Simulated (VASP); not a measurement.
# SnO2 (P4_2/mnm) in VASP: notebook

Runs on SnO2. Level: PBEsol+D4. Tasks: single point.

Program: VASP 6.6.1. These are calculated values, not measurements. Logs are shortened: lines on timing, memory, paths and dates and some standing lists are left out, and cuts for length are marked.

## Step 1: The cell of the first run

The structure is tetragonal, space group P4_2/mnm (No. 136). Conventional cell: a = 4.738 Å, b = 4.738 Å, c = 3.187 Å, α = 90.00°, β = 90.00°, γ = 90.00°. Within 2.7 Å of Sn (site symmetry mmm) lie 6 O at 2.05 to 2.06 Å. O (site symmetry m2m) has 3 Sn at 2.05 to 2.06 Å and 1 O at 2.59 Å within 2.7 Å.

## Step 2: Single point, PBEsol+D4

The input, INCAR:

```
SYSTEM = SnO2
  ALGO = Normal
  EDIFF = 1E-6
  ENCUT = 520
  GGA = PS
  ISIF = 2
  ISMEAR = 0
  IVDW = 13
  LASPH = .TRUE.
  LCHARG = .FALSE.
  LREAL = .FALSE.
  LWAVE = .FALSE.
  NBANDS = 35
  NELM = 100
  PREC = Accurate
  SIGMA = 0.01
```

The input, KPOINTS:

```
k-points
0
G
  6 6 8
  0 0 0
```

The input, POSCAR:

```
SnO2
1.0
    4.7380000000      0.0000000000      0.0000000000
    0.0000000000      4.7380000000      0.0000000000
    0.0000000000      0.0000000000      3.1865000000
Sn O
2 4
Direct
    0.0000000000      0.0000000000      0.0000000000
    0.5000000000      0.5000000000      0.5000000000
    0.3071000000      0.3071000000      0.0000000000
    0.1929000000      0.8071000000      0.5000000000
    0.6929000000      0.6929000000      0.0000000000
    0.8071000000      0.1929000000      0.5000000000
```

Potentials or basis: VASP PAW PBE potentials, release 64 (Sn_d, O).

On the command line:

```bash
cat potpaw_PBE.64/Sn_d/POTCAR potpaw_PBE.64/O/POTCAR > POTCAR
mpirun -np 1 vasp_std > vasp.out
```

OUTCAR:

```text
SYSTEM = SnO2
   EDIFF = 1E-6
   ENCUT = 520
   GGA = PS
   ISIF = 2
   ISMEAR = 0
   IVDW = 13
   LASPH = .TRUE.
   LREAL = .FALSE.
   NELM = 100
   PREC = Accurate

 ion  position               nearest neighbor table
   1  0.000  0.000  0.000-   4 2.05   6 2.05   4 2.05   6 2.05   5 2.06   3 2.06   2 3.71   2 3.71
                             2 3.71   2 3.71   2 3.71   2 3.71   2 3.71   2 3.71
   2  0.500  0.500  0.500-   3 2.05   5 2.05   3 2.05   5 2.05   4 2.06   6 2.06   1 3.71   1 3.71
                             1 3.71   1 3.71   1 3.71   1 3.71   1 3.71   1 3.71
   3  0.307  0.307  0.000-   2 2.05   2 2.05   1 2.06
   4  0.193  0.807  0.500-   1 2.05   1 2.05   2 2.06
   5  0.693  0.693  0.000-   2 2.05   2 2.05   1 2.06
   6  0.807  0.193  0.500-   1 2.05   1 2.05   2 2.06

  LATTYP: Found a simple tetragonal cell.
 ALAT       =     4.7380000000
 C/A-ratio  =     0.6725411566

  Lattice vectors:

 A1 = (   4.7380000000,   0.0000000000,   0.0000000000)
 A2 = (   0.0000000000,   4.7380000000,   0.0000000000)
 A3 = (   0.0000000000,   0.0000000000,   3.1865000000)

Analysis of symmetry for initial positions (statically):
=====================================================================
 Subroutine PRICEL returns:
 Original cell was already a primitive cell.

 Routine SETGRP: Setting up the symmetry group for a
 simple tetragonal supercell.

 Subroutine GETGRP returns: Found 16 space group operations
 (whereof  8 operations were pure point group operations)
 out of a pool of 16 trial point group operations.

The static configuration has the point symmetry D_2h.
 The point group associated with its full space group is D_4h.

Analysis of symmetry for dynamics (positions and initial velocities):
=====================================================================
 Subroutine PRICEL returns:
 Original cell was already a primitive cell.

 Routine SETGRP: Setting up the symmetry group for a
 simple tetragonal supercell.

 Subroutine GETGRP returns: Found 16 space group operations
 (whereof  8 operations were pure point group operations)
 out of a pool of 16 trial point group operations.

The dynamic configuration has the point symmetry D_2h.
 The point group associated with its full space group is D_4h.

 Subroutine INISYM returns: Found 16 space group operations
 (whereof  8 operations are pure point group operations),
 and found     1 'primitive' translations

----------------------------------------------------------------------------------------

                                     Primitive cell

  volume of cell :      71.5326

  direct lattice vectors                    reciprocal lattice vectors
     4.738000000  0.000000000  0.000000000     0.211059519  0.000000000  0.000000000
     0.000000000  4.738000000  0.000000000     0.000000000  0.211059519  0.000000000
     0.000000000  0.000000000  3.186500000     0.000000000  0.000000000  0.313823945

  length of vectors
     4.738000000  4.738000000  3.186500000     0.211059519  0.211059519  0.313823945

  position of ions in fractional coordinates (direct lattice)
     0.000000000  0.000000000  0.000000000
     0.500000000  0.500000000  0.500000000
     0.307100000  0.307100000  0.000000000
     0.192900000  0.807100000  0.500000000
     0.692900000  0.692900000  0.000000000
     0.807100000  0.192900000  0.500000000

  ion indices of the primitive-cell ions
   primitive index   ion index
                 1           1
                 2           2
                 3           3
                 4           4
                 5           5
                 6           6

----------------------------------------------------------------------------------------

 KPOINTS: k-points

Automatic generation of k-mesh.
 Grid dimensions read from file:
 generate k-points for:    6    6    8

 Generating k-lattice:

  Cartesian coordinates                     Fractional coordinates (reciprocal lattice)
     0.035176586  0.000000000  0.000000000     0.166666667  0.000000000  0.000000000
     0.000000000  0.035176586  0.000000000     0.000000000  0.166666667  0.000000000
     0.000000000  0.000000000  0.039227993     0.000000000  0.000000000  0.125000000

  Length of vectors
     0.035176586  0.035176586  0.039227993

  Shift w.r.t. Gamma in fractional coordinates (k-lattice)
     0.000000000  0.000000000  0.000000000

 Subroutine IBZKPT returns following result:
 ===========================================

 Found     50 irreducible k-points:

 Following reciprocal coordinates:
            Coordinates               Weight
  0.000000  0.000000  0.000000      1.000000
  0.166667  0.000000  0.000000      4.000000
  0.333333  0.000000  0.000000      4.000000
  0.500000  0.000000  0.000000      2.000000
  0.166667  0.166667  0.000000      4.000000
  0.333333  0.166667  0.000000      8.000000
[... 16 lines left out ...]
  0.333333  0.000000  0.250000      8.000000
  0.500000  0.000000  0.250000      4.000000
 [... further k-points ...]
   k-points           NKPTS =     50   k-points in BZ     NKDIM =     50   number of bands    NBANDS=     35
   number of dos      NEDOS =    301   number of ions     NIONS =      6
   total plane-waves  NPLWV =  31104
   dimension x,y,z NGX =    36 NGY =   36 NGZ =   24
   dimension x,y,z NGXF=    72 NGYF=   72 NGZF=   48
   ions per type =               2   4
   NGX,Y,Z   is equivalent  to a cutoff of  12.63, 12.63, 12.52 a.u.
   NGXF,Y,Z  is equivalent  to a cutoff of  25.26, 25.26, 25.04 a.u.
 SYSTEM =  SnO2
   PREC   = accura    normal or accurate (medium, high low for compatibility)
   ISTART =      0    job   : 0-new  1-cont  2-samecut
   ICHARG =      2    charge: 1-file 2-atom 10-const
   ISPIN  =      1    spin polarized calculation?
   LNONCOLLINEAR =      F non collinear calculations
   LSORBIT =      F    spin-orbit coupling
   LASPH  =      T    aspherical Exc in radial PAW
   ENCUT  =  520.0 eV  38.22 Ry    6.18 a.u.   8.81  8.81  5.92*2*pi/ulx,y,z
   NELM   =    100;   NELMIN=  2; NELMDL= -5     # of ELM steps
   EDIFF  = 0.1E-05   stopping-criterion for ELM
   LREAL  =      F    real-space projection
   EDIFFG = 0.1E-04   stopping-criterion for IOM
   NSW    =      0    number of steps for IOM
   IBRION =     -1    ionic relax: 0-MD 1-quasi-New 2-CG
   NFREE  =      0    steps in history (QN), initial steepest desc. (CG)
   ISIF   =      2    stress and relaxation
   ISYM   =      2    0-nonsym 1-usesym 2-fastsym
   POTIM  = 0.5000    time-step for ionic-motion
   TEBEG  =    0.0;   TEEND  =   0.0 temperature during run
   PSTRESS=    0.0 pullay stress
   NELECT =      52.0000    total number of electrons
   NUPDOWN=      -1.0000    fix difference up-down
   EMIN   =  10.00;   EMAX   =-10.00  energy-range for DOS
   EFERMI =   0.00;   METHOD = LEGACY
   ISMEAR =     0;   SIGMA  =   0.01  broadening in eV -4-tet -1-fermi 0-gaus
   EFERMI_NEDOS =   21; number of points for ismear=-14 and -15
   IALGO  =     38    algorithm
   IMIX   =      4    mixing-type and parameters
     AMIX     =   0.40;   BMIX     =  1.00
     AMIX_MAG =   1.60;   BMIX_MAG =  1.00
  volume/ion in A,a.u.               =      11.92        80.45
  Fermi-wavevector in a.u.,A,eV,Ry     =   1.472000  2.781677 29.480903  2.166785
  Thomas-Fermi vector in A             =   2.587068
   LORBIT       =      0    0 simple, 1 ext, 2 COOP (PROOUT), +10 PAW based schemes
   GGA     = PS    functional components
   LHFCALC =     F    Hartree Fock is set to
   AEXX    =    0.0000 exact exchange contribution
   IVDW    =    13    specifies the selected vdW correction
   LEPSILON=     F    determine dielectric tensor
   LRPA    =     F    only Hartree local field effects (RPA)
 non-spin polarized calculation
 Gauss-broadening in eV      SIGMA  =   0.01
  energy-cutoff  :      520.00
  volume of cell :       71.53
 maximum number of plane-waves:      1992
 NGX is ok and might be reduce to    36
   NGX = 17   NGY = 17   NGZ = 11

 number of electron      51.9999993 magnetization

 Free energy of the ion-electron system (eV)
  ---------------------------------------------------
  ext. energy  EPLUGINS =         0.00000000
  ---------------------------------------------------
  free energy    TOTEN  =       -39.63609589 eV

  energy without entropy =      -39.63609589  energy(sigma->0) =      -39.63609589

 E-fermi :   6.1217     XC(G=0): -11.5358

 val. band max:        6.0188354064   @ k =   0.0000   0.0000   0.0000
 cond. band min:       7.1950298355   @ k =   0.0000   0.0000   0.0000
 fundamental gap:      1.1761944291
 Fermi energy:         6.1216928055

 k-point     1 :       0.0000    0.0000    0.0000
  band No.  band energies     occupation
      1     -15.0185      2.00000
      2     -14.2415      2.00000
      3     -13.9378      2.00000
      4     -13.9168      2.00000
      5     -13.9168      2.00000
      6     -13.8342      2.00000
[... 27 lines left out ...]
     34      17.9902      0.00000
     35      18.4504      0.00000

 k-point     2 :       0.1667    0.0000    0.0000
  band No.  band energies     occupation
      1     -14.9754      2.00000
      2     -14.2879      2.00000
      3     -13.9379      2.00000
      4     -13.9149      2.00000
      5     -13.9148      2.00000
      6     -13.8747      2.00000
[... 27 lines left out ...]
     34      17.9866      0.00000
     35      18.4109      0.00000

 k-point     3 :       0.3333    0.0000    0.0000
  band No.  band energies     occupation
      1     -14.8504      2.00000
      2     -14.4442      2.00000
      3     -13.9382      2.00000
      4     -13.9227      2.00000
      5     -13.9110      2.00000
      6     -13.9108      2.00000
[... 27 lines left out ...]
     34      18.1025      0.00000
     35      18.3686      0.00000
[... 723 lines left out ...]
 k-point    23 :       0.3333    0.0000    0.2500
  band No.  band energies     occupation
      1     -14.7263      2.00000
      2     -14.5809      2.00000
      3     -14.2434      2.00000
      4     -14.0061      2.00000
      5     -13.8232      2.00000
      6     -13.8174      2.00000
[... 27 lines left out ...]
     34      18.0887      0.00000
     35      18.3320      0.00000

 k-point    24 :       0.5000    0.0000    0.2500
  band No.  band energies     occupation
      1     -14.6750      2.00000
      2     -14.6750      2.00000
      3     -14.1129      2.00000
      4     -14.1129      2.00000
      5     -13.8179      2.00000
      6     -13.8179      2.00000
[... 27 lines left out ...]
     34      18.3229      0.00000
     35      18.4763      0.00000

 [... further k-points ...]

------------------------ aborting loop because EDIFF is reached ----------------------------------------

  DFT-D4 for vdW energy calculation

  Edisp (eV):   -0.92318

  FORCE on cell =-STRESS in cart. coord.  units (eV):
  Direction    XX          YY          ZZ          XY          YZ          ZX
  --------------------------------------------------------------------------------------
  -------------------------------------------------------------------------------------
  Total       1.16768     1.16768     2.16463    -0.00000     0.00000     0.00000
  in kB      26.15353    26.15353    48.48305    -0.00000     0.00000     0.00000
  external pressure =       33.60 kB  Pullay stress =        0.00 kB

 VOLUME and BASIS-vectors are now :
 -----------------------------------------------------------------------------
  energy-cutoff  :      520.00
  volume of cell :       71.53
      direct lattice vectors                 reciprocal lattice vectors
     4.738000000  0.000000000  0.000000000     0.211059519  0.000000000  0.000000000
     0.000000000  4.738000000  0.000000000     0.000000000  0.211059519  0.000000000
     0.000000000  0.000000000  3.186500000     0.000000000  0.000000000  0.313823945

 POSITION                                       TOTAL-FORCE (eV/Angst)
 -----------------------------------------------------------------------------------
      0.00000      0.00000      0.00000         0.000000      0.000000      0.000000
      2.36900      2.36900      1.59325         0.000000      0.000000      0.000000
      1.45504      1.45504      0.00000        -0.159573     -0.159573     -0.000000
      0.91396      3.82404      1.59325         0.159573     -0.159573      0.000000
      3.28296      3.28296      0.00000         0.159573      0.159573      0.000000
      3.82404      0.91396      1.59325        -0.159573      0.159573      0.000000
 -----------------------------------------------------------------------------------
    total drift:                               -0.000000      0.000000      0.000000

  FREE ENERGIE OF THE ION-ELECTRON SYSTEM (eV)
  ---------------------------------------------------
  free  energy   TOTEN  =       -40.5592724029 eV

  energy  without entropy=      -40.5592724029  energy(sigma->0) =      -40.55927240
```

Run time: 58 s. Hardware: 1 thread of Intel Xeon Platinum 8488C (Sapphire Rapids), shared host; peak memory 0.23 GiB.

What came out:

```
Free energy                : -40.5593 eV
Pressure                   : 3.4 GPa
Largest force              : 0.226 eV/Å
Band gap on the k mesh     : 1.18 eV
Dispersion energy per atom : -0.154 eV
```

Forces on the atoms (eV/Å):
```
Sn   0.000  0.000  0.000
Sn   0.000  0.000  0.000
O   -0.160 -0.160  0.000
O    0.160 -0.160  0.000
O    0.160  0.160  0.000
O   -0.160  0.160  0.000
```

Levels at points of the mesh, in eV from the valence-band top:
| k point | band 24 | band 25 | band 26 | band 27 | band 28 | band 29 |
| --- | --- | --- | --- | --- | --- | --- |
| (0.00, 0.00, 0.00) | -0.80 | -0.80 | 0.00 | 1.18 | 6.03 | 6.17 |
| (0.50, 0.00, 0.00) | -1.21 | -0.65 | -0.65 | 4.36 | 4.36 | 6.92 |
| (0.50, 0.50, 0.00) | -1.33 | -0.91 | -0.91 | 4.75 | 4.75 | 7.38 |
| (0.00, 0.00, 0.50) | -1.69 | -1.28 | -1.28 | 6.15 | 6.15 | 9.59 |
| (0.50, 0.00, 0.50) | -1.12 | -0.71 | -0.71 | 6.43 | 6.43 | 7.90 |
| (0.50, 0.50, 0.50) | -0.99 | -0.85 | -0.85 | 4.81 | 4.81 | 8.69 |

Caveat: the cell stands under pressure; the PAW data sets were made with another functional, which shifts forces and pressure a little; spin-orbit coupling is left out, which moves the levels of the heavy elements. Expect the measured gap to be larger: semilocal functionals such as PBEsol lack the derivative discontinuity.

## Step 3: Single point, PBEsol+D4

The input, INCAR:

```
PREC     = Accurate       # precision mode
ENCUT    = 520            # plane-wave cutoff, eV
EDIFF    = 1E-7           # SCF threshold, eV
ISMEAR   = 0              # smearing method
SIGMA    = 0.01           # smearing width, eV
LREAL    = F              # projectors in reciprocal space
LASPH    = T              # aspherical terms in the spheres
NELM     = 100            # most SCF steps
ALGO     = Normal         # electronic algorithm
ISIF     = 2              # what is computed and relaxed
LWAVE    = F              # write WAVECAR
LCHARG   = F              # write CHGCAR
GGA      = PS             # functional
IVDW     = 13             # dispersion correction
NBANDS   = 35             # bands
```

The input, KPOINTS:

```
regular mesh
0
Gamma
  6 6 10
```

POSCAR is that of step 2.

Potentials or basis: VASP PAW PBE potentials, release 64 (Sn_d, O).

On the command line:

```bash
cat potpaw_PBE.64/Sn_d/POTCAR potpaw_PBE.64/O/POTCAR > POTCAR
mpirun -np 1 vasp_std > vasp.out
```

Run time: 73 s. Hardware: 1 thread of Intel Xeon Platinum 8488C (Sapphire Rapids), shared host; peak memory 0.25 GiB.

The run converged. Its results:

```yaml
Free_energy: -40.5593 eV
Pressure: 3.4 GPa
Largest_force: 0.226 eV/Å
Band_gap_on_the_k_mesh: 1.18 eV
Dispersion_energy_per_atom: -0.154 eV
```

Forces on the atoms (eV/Å):
```
Sn   0.000  0.000  0.000
Sn   0.000  0.000  0.000
O   -0.159 -0.159  0.000
O    0.159 -0.159  0.000
O    0.159  0.159  0.000
O   -0.159  0.159  0.000
```

Stress tensor (GPa, compression positive):
```
2.64 0.00 0.00
0.00 2.64 0.00
0.00 0.00 4.86
```

Levels at points of the mesh, in eV from the valence-band top:
```tsv
k point	band 24	band 25	band 26	band 27	band 28	band 29
(0.00, 0.00, 0.00)	-0.79	-0.79	0.00	1.18	6.03	6.17
(0.50, 0.00, 0.00)	-1.21	-0.65	-0.65	4.36	4.36	6.92
(0.50, 0.50, 0.00)	-1.33	-0.91	-0.91	4.75	4.75	7.38
(0.00, 0.00, 0.50)	-1.69	-1.28	-1.28	6.15	6.15	9.59
(0.50, 0.00, 0.50)	-1.12	-0.71	-0.71	6.43	6.43	7.90
(0.50, 0.50, 0.50)	-0.99	-0.85	-0.85	4.81	4.81	8.69
```

Caveat: the cell stands under pressure; the PAW data sets were made with another functional, which shifts forces and pressure a little; spin-orbit coupling is left out, which moves the levels of the heavy elements. A hybrid or GW would open this gap; PBEsol tends to underestimate it.
